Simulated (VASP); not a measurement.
Here is a VASP 6.6.1 calculation.

The input INCAR:

```
SYSTEM = ZrC4
  PREC = Accurate
  ENCUT = 600
  EDIFF = 1E-6
  ISMEAR = 0
  SIGMA = 0.1
  LREAL = .FALSE.
  LASPH = .TRUE.
  NELM = 100
  ALGO = Normal
  ISIF = 3
  LWAVE = .FALSE.
  LCHARG = .FALSE.
  GGA = PE
  IBRION = 2
  NSW = 100
  EDIFFG = -0.01
```

Contents of KPOINTS:

```
Automatic mesh
0
G
  18 18 6
  0 0 0
```

POSCAR

```
ZrC4
1.0
    2.6568148320      0.0000000000      0.0000000000
   -1.3284074160      2.3008691377      0.0000000000
    0.0000000000      0.0000000000      8.1013771539
Zr C
1 4
Direct
    0.0000000000      0.0000000000      0.5000000000
    0.3333333333      0.6666666667      0.7567231474
    0.3333333333      0.6666666667      0.2432768526
    0.6666666667      0.3333333333      0.2432768526
    0.6666666667      0.3333333333      0.7567231474
```

Potentials or basis: VASP PAW PBE potentials, release 64 (Zr_sv, C).

Run with:

```console
$ cat potpaw_PBE.64/Zr_sv/POTCAR potpaw_PBE.64/C/POTCAR > POTCAR
$ mpirun -np 1 vasp_std > vasp.out
```

(1) What does it give for the space group after relaxing (to 0.05 Å)?

(2) What does it give for the relaxed cell?

(3) What does it give for the relaxed volume?

Results:

(1) P6/mmm (No. 191).

(2) a = 2.651 Å, b = 2.651 Å, c = 8.163 Å, α = 90.00°, β = 90.00°, γ = 120.00°.

(3) 9.94 Å³/atom.

Caveat: this functional lacks dispersion, which binds the layers, so the pressure and a relaxed spacing across them are unreliable.
